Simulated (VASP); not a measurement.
# ZnS in VASP: notebook

Runs on ZnS. Level: PBEsol. Tasks: single point, relaxation of cell and atoms.

Everything below comes from runs of VASP 6.6.1. Logs are shortened: lines on timing, memory, paths and dates and some standing lists are left out, and cuts for length are marked.

**1. The cell of the first run**

The structure is hexagonal, space group P6_3mc (No. 186). The conventional cell has a = 3.785 Å, b = 3.785 Å, c = 12.392 Å, α = 90.00°, β = 90.00°, γ = 120.00°. Zn (site symmetry 3m) has 4 S at 2.32 Å within 3.1 Å. Zn (site symmetry 3m) has 4 S at 2.32 Å within 3.1 Å. Within 3.1 Å of S (site symmetry 3m) lie 4 Zn at 2.32 Å. Within 3.1 Å of S (site symmetry 3m) lie 4 Zn at 2.32 Å.

**2. Single point, PBEsol**

Contents of INCAR:

```
ALGO = Normal ; EDIFF = 1E-6
ENCUT = 500 ; GGA = PS
GGA_COMPAT = F ; ISIF = 2
ISMEAR = -1 ; LASPH = T
LCHARG = T ; LELF = T
LREAL = F ; LVHAR = T
LWAVE = F ; NBANDS = 46
NELM = 120 ; PREC = Accurate
SIGMA = 0.03
```

Contents of KPOINTS:

```
k-points
0
Gamma
  9 9 2
```

Contents of POSCAR:

```
ZnS
1.0
    3.7846756569      0.0000000000      0.0000000000
   -1.8923378285      3.2776252640      0.0000000000
    0.0000000000      0.0000000000     12.3922479625
Zn S
4 4
Direct
    0.0000000000      0.0000000000      0.0001425598
    0.3333333333      0.6666666667      0.2500663681
    0.0000000000      0.0000000000      0.5001425598
    0.6666666667      0.3333333333      0.7500663681
    0.0000000000      0.0000000000      0.1872170734
    0.3333333333      0.6666666667      0.4375739987
    0.0000000000      0.0000000000      0.6872170734
    0.6666666667      0.3333333333      0.9375739987
```

Potentials or basis: VASP PAW PBE potentials, release 64 (Zn, S).

The run is started by

```sh
> cat potpaw_PBE.64/Zn/POTCAR potpaw_PBE.64/S/POTCAR > POTCAR
> mpirun -np 1 vasp_std > vasp.out
```

OUTCAR:

```text
EDIFF = 1E-6
   ENCUT = 500
   GGA = PS
   ISIF = 2
   ISMEAR = -1
   LASPH = T
   LREAL = F
   NELM = 120
   PREC = Accurate

 ion  position               nearest neighbor table
   1  0.000  0.000  0.000-   5 2.32   8 2.32   8 2.32   8 2.32
   2  0.333  0.667  0.250-   5 2.32   5 2.32   5 2.32   6 2.32
   3  0.000  0.000  0.500-   7 2.32   6 2.32   6 2.32   6 2.32
   4  0.667  0.333  0.750-   7 2.32   7 2.32   7 2.32   8 2.32
   5  0.000  0.000  0.187-   1 2.32   2 2.32   2 2.32   2 2.32
   6  0.333  0.667  0.438-   3 2.32   3 2.32   3 2.32   2 2.32
   7  0.000  0.000  0.687-   3 2.32   4 2.32   4 2.32   4 2.32
   8  0.667  0.333  0.938-   1 2.32   1 2.32   1 2.32   4 2.32

  LATTYP: Found a hexagonal cell.
 ALAT       =     3.7846756569
 C/A-ratio  =     3.2743223161

  Lattice vectors:

 A1 = (   3.7846756569,   0.0000000000,   0.0000000000)
 A2 = (  -1.8923378285,   3.2776252640,   0.0000000000)
 A3 = (   0.0000000000,   0.0000000000,  12.3922479625)

Analysis of symmetry for initial positions (statically):
=====================================================================
 Subroutine PRICEL returns:
 Original cell was already a primitive cell.

 Routine SETGRP: Setting up the symmetry group for a
 hexagonal supercell.

 Subroutine GETGRP returns: Found 12 space group operations
 (whereof  6 operations were pure point group operations)
 out of a pool of 24 trial point group operations.

The static configuration has the point symmetry C_3v.
 The point group associated with its full space group is C_6v.

Analysis of symmetry for dynamics (positions and initial velocities):
=====================================================================
 Subroutine PRICEL returns:
 Original cell was already a primitive cell.

 Routine SETGRP: Setting up the symmetry group for a
 hexagonal supercell.

 Subroutine GETGRP returns: Found 12 space group operations
 (whereof  6 operations were pure point group operations)
 out of a pool of 24 trial point group operations.

The dynamic configuration has the point symmetry C_3v.
 The point group associated with its full space group is C_6v.

 Subroutine INISYM returns: Found 12 space group operations
 (whereof  6 operations are pure point group operations),
 and found     1 'primitive' translations

----------------------------------------------------------------------------------------

                                     Primitive cell

  volume of cell :     153.7227

  direct lattice vectors                    reciprocal lattice vectors
     3.784675657  0.000000000  0.000000000     0.264223434  0.152549471  0.000000000
    -1.892337829  3.277625264  0.000000000     0.000000000  0.305098942  0.000000000
     0.000000000  0.000000000 12.392247963     0.000000000  0.000000000  0.080695609

  length of vectors
     3.784675657  3.784675657 12.392247963     0.305098942  0.305098942  0.080695609

  position of ions in fractional coordinates (direct lattice)
     0.000000000  0.000000000  0.000142560
     0.333333333  0.666666667  0.250066368
     0.000000000  0.000000000  0.500142560
     0.666666667  0.333333333  0.750066368
     0.000000000  0.000000000  0.187217073
     0.333333333  0.666666667  0.437573999
     0.000000000  0.000000000  0.687217073
     0.666666667  0.333333333  0.937573999

  ion indices of the primitive-cell ions
   primitive index   ion index
                 1           1
                 2           2
                 3           3
                 4           4
                 5           5
                 6           6
                 7           7
                 8           8

----------------------------------------------------------------------------------------

 KPOINTS: k-points

Automatic generation of k-mesh.
 Grid dimensions read from file:
 generate k-points for:    9    9    2

 Generating k-lattice:

  Cartesian coordinates                     Fractional coordinates (reciprocal lattice)
     0.029358159  0.016949941  0.000000000     0.111111111  0.000000000  0.000000000
     0.000000000  0.033899882  0.000000000     0.000000000  0.111111111  0.000000000
     0.000000000  0.000000000  0.040347805     0.000000000  0.000000000  0.500000000

  Length of vectors
     0.033899882  0.033899882  0.040347805

  Shift w.r.t. Gamma in fractional coordinates (k-lattice)
     0.000000000  0.000000000  0.000000000

 Subroutine IBZKPT returns following result:
 ===========================================

 Found     24 irreducible k-points:

 Following reciprocal coordinates:
            Coordinates               Weight
  0.000000  0.000000  0.000000      1.000000
  0.111111 -0.000000  0.000000      6.000000
  0.222222  0.000000  0.000000      6.000000
  0.333333  0.000000  0.000000      6.000000
  0.444444  0.000000  0.000000      6.000000
  0.111111  0.111111  0.000000      6.000000
[... 16 lines left out ...]
  0.333333  0.222222  0.500000     12.000000
  0.333333  0.333333  0.500000      2.000000
   k-points           NKPTS =     24   k-points in BZ     NKDIM =     24   number of bands    NBANDS=     46
   number of dos      NEDOS =    301   number of ions     NIONS =      8
   total plane-waves  NPLWV =  70560
   dimension x,y,z NGX =    28 NGY =   28 NGZ =   90
   dimension x,y,z NGXF=    56 NGYF=   56 NGZF=  180
   ions per type =               4   4
   NGX,Y,Z   is equivalent  to a cutoff of  12.30, 12.30, 12.07 a.u.
   NGXF,Y,Z  is equivalent  to a cutoff of  24.60, 24.60, 24.15 a.u.
 SYSTEM =  unknown system
   PREC   = accura    normal or accurate (medium, high low for compatibility)
   ISTART =      0    job   : 0-new  1-cont  2-samecut
   ICHARG =      2    charge: 1-file 2-atom 10-const
   ISPIN  =      1    spin polarized calculation?
   LNONCOLLINEAR =      F non collinear calculations
   LSORBIT =      F    spin-orbit coupling
   LASPH  =      T    aspherical Exc in radial PAW
   ENCUT  =  500.0 eV  36.75 Ry    6.06 a.u.   6.90  6.90 22.59*2*pi/ulx,y,z
   NELM   =    120;   NELMIN=  2; NELMDL= -5     # of ELM steps
   EDIFF  = 0.1E-05   stopping-criterion for ELM
   LREAL  =      F    real-space projection
   EDIFFG = 0.1E-04   stopping-criterion for IOM
   NSW    =      0    number of steps for IOM
   IBRION =     -1    ionic relax: 0-MD 1-quasi-New 2-CG
   NFREE  =      0    steps in history (QN), initial steepest desc. (CG)
   ISIF   =      2    stress and relaxation
   ISYM   =      2    0-nonsym 1-usesym 2-fastsym
   POTIM  = 0.5000    time-step for ionic-motion
   TEBEG  =    0.0;   TEEND  =   0.0 temperature during run
   PSTRESS=    0.0 pullay stress
   NELECT =      72.0000    total number of electrons
   NUPDOWN=      -1.0000    fix difference up-down
   EMIN   =  10.00;   EMAX   =-10.00  energy-range for DOS
   EFERMI =   0.00;   METHOD = LEGACY
   ISMEAR =    -1;   SIGMA  =   0.03  broadening in eV -4-tet -1-fermi 0-gaus
   EFERMI_NEDOS =   21; number of points for ismear=-14 and -15
   IALGO  =     38    algorithm
   IMIX   =      4    mixing-type and parameters
     AMIX     =   0.40;   BMIX     =  1.00
     AMIX_MAG =   1.60;   BMIX_MAG =  1.00
  volume/ion in A,a.u.               =      19.22       129.67
  Fermi-wavevector in a.u.,A,eV,Ry     =   1.271373  2.402547 21.992311  1.616389
  Thomas-Fermi vector in A             =   2.404310
   LORBIT       =      0    0 simple, 1 ext, 2 COOP (PROOUT), +10 PAW based schemes
   GGA     = PS    functional components
   LHFCALC =     F    Hartree Fock is set to
   AEXX    =    0.0000 exact exchange contribution
   IVDW    =     0    specifies the selected vdW correction
   LEPSILON=     F    determine dielectric tensor
   LRPA    =     F    only Hartree local field effects (RPA)
 non-spin polarized calculation
  energy-cutoff  :      500.00
  volume of cell :      153.72
 maximum number of plane-waves:      3930
 NGX is ok and might be reduce to    28
   NGX = 13   NGY = 13   NGZ = 45

 number of electron      71.9999988 magnetization

 Free energy of the ion-electron system (eV)
  ---------------------------------------------------
  ext. energy  EPLUGINS =         0.00000000
  ---------------------------------------------------
  free energy    TOTEN  =       -30.34512750 eV

  energy without entropy =      -30.34512750  energy(sigma->0) =      -30.34512750

 E-fermi :   2.9282     XC(G=0):  -9.9701

 val. band max:        2.2724181353   @ k =   0.0000   0.0000   0.0000
 cond. band min:       4.4007650406   @ k =   0.0000   0.0000   0.0000
 fundamental gap:      2.1283469053
 Fermi energy:         2.9281593557

 k-point     1 :       0.0000    0.0000    0.0000
  band No.  band energies     occupation
      1     -11.0852      2.00000
      2     -10.6395      2.00000
      3     -10.6282      2.00000
      4     -10.0886      2.00000
      5      -4.2134      2.00000
      6      -4.2056      2.00000
[... 38 lines left out ...]
     45       8.8247      0.00000
     46       9.0440      0.00000

 k-point     2 :       0.1111   -0.0000    0.0000
  band No.  band energies     occupation
      1     -10.9971      2.00000
      2     -10.5662      2.00000
      3     -10.5549      2.00000
      4     -10.0392      2.00000
      5      -4.2208      2.00000
      6      -4.2106      2.00000
[... 38 lines left out ...]
     45       8.8139      0.00000
     46       9.1550      0.00000

 k-point     3 :       0.2222    0.0000    0.0000
  band No.  band energies     occupation
      1     -10.7540      2.00000
      2     -10.3705      2.00000
      3     -10.3590      2.00000
      4      -9.9170      2.00000
      5      -4.2501      2.00000
      6      -4.2275      2.00000
[... 1018 lines left out ...]
     45       9.6707      0.00000
     46       9.6707      0.00000

 k-point    24 :       0.3333    0.3333    0.5000
  band No.  band energies     occupation
      1      -9.8428      2.00000
      2      -9.8428      2.00000
      3      -9.8268      2.00000
      4      -9.8268      2.00000
      5      -4.1452      2.00000
      6      -4.1452      2.00000
[... 38 lines left out ...]
     45       9.7375      0.00000
     46       9.7375      0.00000

------------------------ aborting loop because EDIFF is reached ----------------------------------------

  FORCE on cell =-STRESS in cart. coord.  units (eV):
  Direction    XX          YY          ZZ          XY          YZ          ZX
  --------------------------------------------------------------------------------------
  -------------------------------------------------------------------------------------
  Total        0.1673262      0.1673262      0.1664384     -0.0000000     -0.0000000     -0.0000000
  in kB        1.7439598      1.7439598      1.7347070     -0.0000000     -0.0000000     -0.0000000
  external PRESSURE =       1.7408756 kB  Pullay stress =       0.0000000 kB

 VOLUME and BASIS-vectors are now :
 -----------------------------------------------------------------------------
  energy-cutoff  :      500.00
  volume of cell :      153.72
      direct lattice vectors                 reciprocal lattice vectors
     3.784675657  0.000000000  0.000000000     0.264223434  0.152549471  0.000000000
    -1.892337829  3.277625264  0.000000000     0.000000000  0.305098942  0.000000000
     0.000000000  0.000000000 12.392247963     0.000000000  0.000000000  0.080695609

 POSITION                                       TOTAL-FORCE (eV/Angst)
 -----------------------------------------------------------------------------------
      0.00000      0.00000      0.00177        -0.000000     -0.000000      0.000458
     -0.00000      2.18508      3.09888         0.000000     -0.000000      0.000294
      0.00000      0.00000      6.19789         0.000000     -0.000000      0.000458
      1.89234      1.09254      9.29501        -0.000000     -0.000000      0.000294
      0.00000      0.00000      2.32004         0.000000     -0.000000     -0.000381
     -0.00000      2.18508      5.42253         0.000000      0.000000     -0.000371
      0.00000      0.00000      8.51616        -0.000000     -0.000000     -0.000381
      1.89234      1.09254     11.61865        -0.000000      0.000000     -0.000371
 -----------------------------------------------------------------------------------
    total drift:                               -0.000002     -0.000003      0.000625

  FREE ENERGIE OF THE ION-ELECTRON SYSTEM (eV)
  ---------------------------------------------------
  free  energy   TOTEN  =       -30.3451275034 eV

  energy  without entropy=      -30.3451275033  energy(sigma->0) =      -30.34512750
```

Run time: 4.4 min. Hardware: 1 thread of Oxide Virtual Turin-like, shared host; peak memory 0.28 GiB.

Results:

| Property | Result |
| --- | --- |
| Free energy | -30.3451 eV |
| Pressure | 0.2 GPa |
| Band gap on the k mesh | 2.13 eV |

Caveat: the PAW data sets were made with another functional, which shifts forces and pressure a little.

(Continued in part 2 of 2.)
